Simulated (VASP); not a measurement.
Here is a VASP 6.6.1 calculation.

INCAR

```
SYSTEM = LiF
PREC = Accurate
ENCUT = 520
EDIFF = 1E-7
ISMEAR = 0
SIGMA = 0.05
LREAL = .False.
LASPH = .True.
NELM = 100
ALGO = Normal
ISIF = 2
LWAVE = .False.
LCHARG = .False.
NBANDS = 18
```

File KPOINTS:

```
regular mesh
0
Gamma
  9 9 6
  0 0 0
```

The input POSCAR:

```
LiF
1.0
    3.0609398175      0.0000000000      0.0000000000
   -1.5304699087      2.6508516414      0.0000000000
    0.0000000000      0.0000000000      4.8073245700
Li F
2 2
Direct
    0.3406560473      0.6466606400      0.3811542600
    0.6739893807      0.3133273067      0.8811542600
    0.3333333333      0.6666666667      0.9938437400
    0.6666666667      0.3333333333      0.4938437400
```

Potentials or basis: VASP PAW LDA potentials, release 64 (Li_sv, F).

The run is started by

```bash
$ cat potpaw_LDA.64/Li_sv/POTCAR potpaw_LDA.64/F/POTCAR > POTCAR
$ mpirun -np 1 vasp_std > vasp.out
```

(1) What does it give for the band gap on the k mesh?

(2) Predict the largest force.

## Answers

(1) 7.57 eV, direct.

(2) 0.330 eV/Å.

Caveat: the cell differs from its parent crystal (all Li atoms moved +0.075 Å, as atom 1 along Cartesian [1 -1 0]).
